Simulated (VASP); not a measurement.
# MgO (Fm-3m) in VASP: further runs

MgO is run at these levels: r2SCAN; tasks: single point.

All numbers are computed with VASP 6.6.1; they aren't measurements. Logs are shortened: lines on timing, memory, paths and dates and some standing lists are left out, and cuts for length are marked.

**Experimental background.**

“Electronic structure of alkaline earth and post-transition metal oxides”, 2009, arxiv:0908.1581 quotes, for a bulk crystal of MgO: band gap 7.83 eV.

The results are compared with them further down.

## (1) The cell of the first run

It takes space group Fm-3m (No. 225, cubic). Conventional cell: a = 4.162 Å, b = 4.162 Å, c = 4.162 Å, α = 90.00°, β = 90.00°, γ = 90.00°. Within 2.8 Å of Mg (site symmetry m-3m) lie 6 O at 2.08 Å. Within 2.8 Å of O (site symmetry m-3m) lie 6 Mg at 2.08 Å.

## (2) Single point, r2SCAN (volume scaled by 0.97)

The input, POSCAR:

```
MgO
1.0
    0.0000000000      2.0809329073      2.0809329073
    2.0809329073      0.0000000000      2.0809329073
    2.0809329073      2.0809329073      0.0000000000
Mg O
1 1
Direct
    0.0000000000      0.0000000000      0.0000000000
    0.5000000000      0.5000000000      0.5000000000
```

The input, INCAR.step1:

```
ALGO = Normal ; EDIFF = 1E-5
ENCUT = 660 ; GGA = PE
GGA_COMPAT = False ; ISMEAR = 0
LASPH = True ; LCHARG = False
LREAL = False ; LWAVE = True
NBANDS = 15 ; NELM = 120
PREC = Accurate ; SIGMA = 0.02
```

The input, INCAR.step2:

```
ALGO = Normal ; EDIFF = 1E-6
ENCUT = 660 ; GGA_COMPAT = False
ISIF = 2 ; ISMEAR = 0
ISTART = 1 ; LASPH = True
LCHARG = False ; LMIXTAU = True
LREAL = False ; LWAVE = False
METAGGA = R2SCAN ; NBANDS = 15
NELM = 120 ; PREC = Accurate
SIGMA = 0.02
```

The input, KPOINTS:

```
k-points
0
Gamma
  10 10 10
```

Potentials or basis: VASP PAW PBE potentials, release 64 (Mg_sv, O).

Launch:

```bash
cat potpaw_PBE.64/Mg_sv/POTCAR potpaw_PBE.64/O/POTCAR > POTCAR
cp INCAR.step1 INCAR
mpirun -np 1 vasp_std > vasp.out
cp INCAR.step2 INCAR
mpirun -np 1 vasp_std > vasp.out
```

OUTCAR:

```text
EDIFF = 1E-6
   ENCUT = 660
   ISIF = 2
   ISMEAR = 0
   ISTART = 1
   LASPH = True
   LREAL = False
   METAGGA = R2SCAN
   NELM = 120
   PREC = Accurate

 ion  position               nearest neighbor table
   1  0.000  0.000  0.000-   2 2.08   2 2.08   2 2.08   2 2.08   2 2.08   2 2.08
   2  0.500  0.500  0.500-   1 2.08   1 2.08   1 2.08   1 2.08   1 2.08   1 2.08

  LATTYP: Found a face centered cubic cell.
 ALAT       =     4.1618658146

  Lattice vectors:

 A1 = (   0.0000000000,   2.0809329073,   2.0809329073)
 A2 = (   2.0809329073,   0.0000000000,   2.0809329073)
 A3 = (   2.0809329073,   2.0809329073,   0.0000000000)

Analysis of symmetry for initial positions (statically):
=====================================================================
 Subroutine PRICEL returns:
 Original cell was already a primitive cell.

 Routine SETGRP: Setting up the symmetry group for a
 face centered cubic supercell.

 Subroutine GETGRP returns: Found 48 space group operations
 (whereof 48 operations were pure point group operations)
 out of a pool of 48 trial point group operations.

The static configuration has the point symmetry O_h .

Analysis of symmetry for dynamics (positions and initial velocities):
=====================================================================
 Subroutine PRICEL returns:
 Original cell was already a primitive cell.

 Routine SETGRP: Setting up the symmetry group for a
 face centered cubic supercell.

 Subroutine GETGRP returns: Found 48 space group operations
 (whereof 48 operations were pure point group operations)
 out of a pool of 48 trial point group operations.

The dynamic configuration has the point symmetry O_h .

 Subroutine INISYM returns: Found 48 space group operations
 (whereof 48 operations are pure point group operations),
 and found     1 'primitive' translations

----------------------------------------------------------------------------------------

                                     Primitive cell

  volume of cell :      18.0221

  direct lattice vectors                    reciprocal lattice vectors
     0.000000000  2.080932907  2.080932907    -0.240276848  0.240276848  0.240276848
     2.080932907  0.000000000  2.080932907     0.240276848 -0.240276848  0.240276848
     2.080932907  2.080932907  0.000000000     0.240276848  0.240276848 -0.240276848

  length of vectors
     2.942883540  2.942883540  2.942883540     0.416171709  0.416171709  0.416171709

  position of ions in fractional coordinates (direct lattice)
     0.000000000  0.000000000  0.000000000
     0.500000000  0.500000000  0.500000000

  ion indices of the primitive-cell ions
   primitive index   ion index
                 1           1
                 2           2

----------------------------------------------------------------------------------------

 KPOINTS: k-points

Automatic generation of k-mesh.
 Grid dimensions read from file:
 generate k-points for:   10   10   10

 Generating k-lattice:

  Cartesian coordinates                     Fractional coordinates (reciprocal lattice)
    -0.024027685  0.024027685  0.024027685     0.100000000  0.000000000  0.000000000
     0.024027685 -0.024027685  0.024027685     0.000000000  0.100000000  0.000000000
     0.024027685  0.024027685 -0.024027685     0.000000000  0.000000000  0.100000000

  Length of vectors
     0.041617171  0.041617171  0.041617171

  Shift w.r.t. Gamma in fractional coordinates (k-lattice)
     0.000000000  0.000000000  0.000000000

 Subroutine IBZKPT returns following result:
 ===========================================

 Found     47 irreducible k-points:

 Following reciprocal coordinates:
            Coordinates               Weight
  0.000000  0.000000  0.000000      1.000000
  0.100000  0.000000  0.000000      8.000000
  0.200000  0.000000  0.000000      8.000000
  0.300000  0.000000  0.000000      8.000000
  0.400000  0.000000  0.000000      8.000000
  0.500000  0.000000  0.000000      4.000000
[... 16 lines left out ...]
  0.300000  0.300000  0.000000      6.000000
  0.400000  0.300000  0.000000     24.000000
 [... further k-points ...]
   k-points           NKPTS =     47   k-points in BZ     NKDIM =     47   number of bands    NBANDS=     15
   number of dos      NEDOS =    301   number of ions     NIONS =      2
   total plane-waves  NPLWV =  21952
   dimension x,y,z NGX =    28 NGY =   28 NGZ =   28
   dimension x,y,z NGXF=    56 NGYF=   56 NGZF=   56
   ions per type =               1   1
   NGX,Y,Z   is equivalent  to a cutoff of  15.82, 15.82, 15.82 a.u.
   NGXF,Y,Z  is equivalent  to a cutoff of  31.63, 31.63, 31.63 a.u.
 SYSTEM =  unknown system
   PREC   = accura    normal or accurate (medium, high low for compatibility)
   ISTART =      1    job   : 0-new  1-cont  2-samecut
   ICHARG =      0    charge: 1-file 2-atom 10-const
   ISPIN  =      1    spin polarized calculation?
   LNONCOLLINEAR =      F non collinear calculations
   LSORBIT =      F    spin-orbit coupling
   LASPH  =      T    aspherical Exc in radial PAW
   ENCUT  =  660.0 eV  48.51 Ry    6.96 a.u.   6.16  6.16  6.16*2*pi/ulx,y,z
   NELM   =    120;   NELMIN=  2; NELMDL=  0     # of ELM steps
   EDIFF  = 0.1E-05   stopping-criterion for ELM
   LREAL  =      F    real-space projection
   EDIFFG = 0.1E-04   stopping-criterion for IOM
   NSW    =      0    number of steps for IOM
   IBRION =     -1    ionic relax: 0-MD 1-quasi-New 2-CG
   NFREE  =      0    steps in history (QN), initial steepest desc. (CG)
   ISIF   =      2    stress and relaxation
   ISYM   =      2    0-nonsym 1-usesym 2-fastsym
   POTIM  = 0.5000    time-step for ionic-motion
   TEBEG  =    0.0;   TEEND  =   0.0 temperature during run
   PSTRESS=    0.0 pullay stress
   NELECT =      16.0000    total number of electrons
   NUPDOWN=      -1.0000    fix difference up-down
   EMIN   =  10.00;   EMAX   =-10.00  energy-range for DOS
   EFERMI =   0.00;   METHOD = LEGACY
   ISMEAR =     0;   SIGMA  =   0.02  broadening in eV -4-tet -1-fermi 0-gaus
   EFERMI_NEDOS =   21; number of points for ismear=-14 and -15
   IALGO  =     38    algorithm
   IMIX   =      4    mixing-type and parameters
     AMIX     =   0.40;   BMIX     =  1.00
     AMIX_MAG =   1.60;   BMIX_MAG =  1.00
  volume/ion in A,a.u.               =       9.01        60.81
  Fermi-wavevector in a.u.,A,eV,Ry     =   1.573428  2.973347 33.683593  2.475674
  Thomas-Fermi vector in A             =   2.674713
   LORBIT       =      0    0 simple, 1 ext, 2 COOP (PROOUT), +10 PAW based schemes
   METAGGA = R2SCAN    functional components
   LHFCALC =     F    Hartree Fock is set to
   AEXX    =    0.0000 exact exchange contribution
   IVDW    =     0    specifies the selected vdW correction
   LEPSILON=     F    determine dielectric tensor
   LRPA    =     F    only Hartree local field effects (RPA)
 non-spin polarized calculation
 Gauss-broadening in eV      SIGMA  =   0.02
  energy-cutoff  :      660.00
  volume of cell :       18.02
 maximum number of plane-waves:       725
 NGX is ok and might be reduce to    28
   NGX = 13   NGY = 13   NGZ = 13

 number of electron      15.9999996 magnetization

 Free energy of the ion-electron system (eV)
  ---------------------------------------------------
  ext. energy  EPLUGINS =         0.00000000
  ---------------------------------------------------
  free energy    TOTEN  =       -16.16064273 eV

  energy without entropy =      -16.16064273  energy(sigma->0) =      -16.16064273

 E-fermi :   3.0890     XC(G=0): -12.2401

 val. band max:        2.7675700703   @ k =   0.0000   0.0000   0.0000
 cond. band min:       8.7964257031   @ k =   0.0000   0.0000   0.0000
 fundamental gap:      6.0288556328
 Fermi energy:         3.0889689140

 k-point     1 :       0.0000    0.0000    0.0000
  band No.  band energies     occupation
      1     -72.0732      2.00000
      2     -37.1635      2.00000
      3     -37.1635      2.00000
      4     -37.1635      2.00000
      5     -15.6053      2.00000
      6       2.7676      2.00000
      7       2.7676      2.00000
      8       2.7676      2.00000
      9       8.7964      0.00000
     10      19.8407      0.00000
     11      19.8407      0.00000
     12      19.8407      0.00000
     13      24.0543      0.00000
     14      25.9197      0.00000
     15      25.9197      0.00000

 k-point     2 :       0.1000    0.0000    0.0000
  band No.  band energies     occupation
      1     -72.0722      2.00000
      2     -37.1725      2.00000
      3     -37.1641      2.00000
      4     -37.1641      2.00000
      5     -15.4914      2.00000
      6       2.1339      2.00000
      7       2.6939      2.00000
      8       2.6939      2.00000
      9       9.4077      0.00000
     10      18.5838      0.00000
     11      20.1086      0.00000
     12      20.1086      0.00000
     13      25.2749      0.00000
     14      25.2749      0.00000
     15      25.8275      0.00000

 k-point     3 :       0.2000    0.0000    0.0000
  band No.  band energies     occupation
      1     -72.0698      2.00000
      2     -37.1974      2.00000
      3     -37.1663      2.00000
      4     -37.1663      2.00000
      5     -15.1795      2.00000
      6       0.7866      2.00000
      7       2.5063      2.00000
      8       2.5063      2.00000
      9      10.6125      0.00000
     10      17.0854      0.00000
     11      20.6802      0.00000
     12      20.6802      0.00000
     13      24.6030      0.00000
     14      24.6030      0.00000
     15      27.2156      0.00000
[... 343 lines left out ...]
 k-point    23 :       0.3000    0.3000    0.0000
  band No.  band energies     occupation
      1     -72.0647      2.00000
      2     -37.2196      2.00000
      3     -37.1840      2.00000
      4     -37.1840      2.00000
      5     -14.5679      2.00000
      6      -0.4629      2.00000
      7       1.7823      2.00000
      8       1.7823      2.00000
      9      13.0638      0.00000
     10      14.2385      0.00000
     11      18.8942      0.00000
     12      22.4818      0.00000
     13      22.4818      0.00000
     14      28.7334      0.00000
     15      32.6097      0.00000

 k-point    24 :       0.4000    0.3000    0.0000
  band No.  band energies     occupation
      1     -72.0627      2.00000
      2     -37.2312      2.00000
      3     -37.1900      2.00000
      4     -37.1873      2.00000
      5     -14.3158      2.00000
      6      -0.9122      2.00000
      7       1.4044      2.00000
      8       1.6257      2.00000
      9      13.6952      0.00000
     10      14.1413      0.00000
     11      18.0268      0.00000
     12      22.8091      0.00000
     13      23.0362      0.00000
     14      29.5743      0.00000
     15      32.0902      0.00000

 [... further k-points ...]
[... 5 lines left out ...]
  --------------------------------------------------------------------------------------
  -------------------------------------------------------------------------------------
  Total        0.5553652      0.5553652      0.5553652      0.0000000      0.0000000     -0.0000000
  in kB       49.3724920     49.3724920     49.3724920      0.0000000      0.0000000     -0.0000000
  external PRESSURE =      49.3724920 kB  Pullay stress =       0.0000000 kB

 VOLUME and BASIS-vectors are now :
 -----------------------------------------------------------------------------
  energy-cutoff  :      660.00
  volume of cell :       18.02
      direct lattice vectors                 reciprocal lattice vectors
     0.000000000  2.080932907  2.080932907    -0.240276848  0.240276848  0.240276848
     2.080932907  0.000000000  2.080932907     0.240276848 -0.240276848  0.240276848
     2.080932907  2.080932907  0.000000000     0.240276848  0.240276848 -0.240276848

 POSITION                                       TOTAL-FORCE (eV/Angst)
 -----------------------------------------------------------------------------------
      0.00000      0.00000      0.00000        -0.000000      0.000000      0.000000
      2.08093      2.08093      2.08093         0.000000     -0.000000     -0.000000
 -----------------------------------------------------------------------------------
    total drift:                                0.000000      0.000000      0.000000

  FREE ENERGIE OF THE ION-ELECTRON SYSTEM (eV)
  ---------------------------------------------------
  free  energy   TOTEN  =       -16.1606427291 eV

  energy  without entropy=      -16.1606427291  energy(sigma->0) =      -16.16064273
```

It used 140 s of CPU time on 1 thread of AMD EPYC 7R13 Processor (Zen 3), on a shared host.

Results:

| Quantity | Value |
| --- | --- |
| Free energy | -16.1606 eV |
| Pressure | 4.9 GPa |
| Band gap on the k mesh | 6.03 eV, direct |

Caveat: the cell differs from its parent crystal (volume scaled by 0.97); the PAW data sets were made with another functional, which shifts forces and pressure a little.

## (3) Single point, r2SCAN

This run uses another cell than the first one, of 9.29 Å³/atom, 1.031 times its volume.

The input, POSCAR:

```
MgO
1.0
    0.0000000000      2.1021683833      2.1021683833
    2.1021683833      0.0000000000      2.1021683833
    2.1021683833      2.1021683833      0.0000000000
Mg O
1 1
Direct
    0.0000000000      0.0000000000      0.0000000000
    0.5000000000      0.5000000000      0.5000000000
```

The input, INCAR.step1:

```
ALGO = Normal
EDIFF = 1E-5
ENCUT = 660
GGA = PE
GGA_COMPAT = F
ISMEAR = 0
LASPH = T
LCHARG = F
LREAL = F
LWAVE = T
NBANDS = 15
NELM = 120
PREC = Accurate
SIGMA = 0.02
```

The input, INCAR.step2:

```
ALGO = Normal
EDIFF = 1E-6
ENCUT = 660
GGA_COMPAT = F
ISIF = 2
ISMEAR = 0
ISTART = 1
LASPH = T
LCHARG = F
LMIXTAU = T
LREAL = F
LWAVE = F
METAGGA = R2SCAN
NBANDS = 15
NELM = 120
PREC = Accurate
SIGMA = 0.02
```

KPOINTS is that of step 2.

Potentials or basis: VASP PAW PBE potentials, release 64 (Mg_sv, O).

Launch:

```bash
cat potpaw_PBE.64/Mg_sv/POTCAR potpaw_PBE.64/O/POTCAR > POTCAR
cp INCAR.step1 INCAR
mpirun -np 1 vasp_std > vasp.out
cp INCAR.step2 INCAR
mpirun -np 1 vasp_std > vasp.out
```

It took 74 s on 1 thread of AMD EPYC 7R13 (Zen 3), shared host; peak memory 0.14 GiB.

It converged, with:

- Free energy: -16.1732 eV
- Pressure: -0.2 GPa
- Band gap on the k mesh: 5.71 eV, direct

Levels at points of the mesh, in eV from the valence-band top:
| k point | band 4 | band 5 | band 6 | band 7 | band 8 | band 9 | band 10 | band 11 | band 12 | band 13 |
| --- | --- | --- | --- | --- | --- | --- | --- | --- | --- | --- |
| (0.00, 0.00, 0.00) | -40.04 | -18.22 | 0.00 | 0.00 | 0.00 | 5.71 | 16.89 | 16.89 | 16.89 | 21.02 |
| (0.50, 0.00, 0.00) | -40.05 | -16.93 | -4.62 | -0.68 | -0.68 | 8.87 | 13.92 | 17.56 | 17.56 | 22.61 |
| (0.50, 0.50, 0.00) | -40.07 | -16.72 | -4.10 | -1.37 | -1.37 | 10.05 | 11.24 | 14.38 | 20.55 | 20.55 |

Caveat: the PAW data sets were made with another functional, which shifts forces and pressure a little.

## (4) Comparison with measurements

Step 3. A measured gap of MgO is 7.83 eV (quoted in “Electronic structure of alkaline earth and post-transition metal oxides”, 2009, arxiv:0908.1581); the calculated 5.71 eV misses it by -2.12 eV. The value is that of r2SCAN, without temperature or zero-point motion.
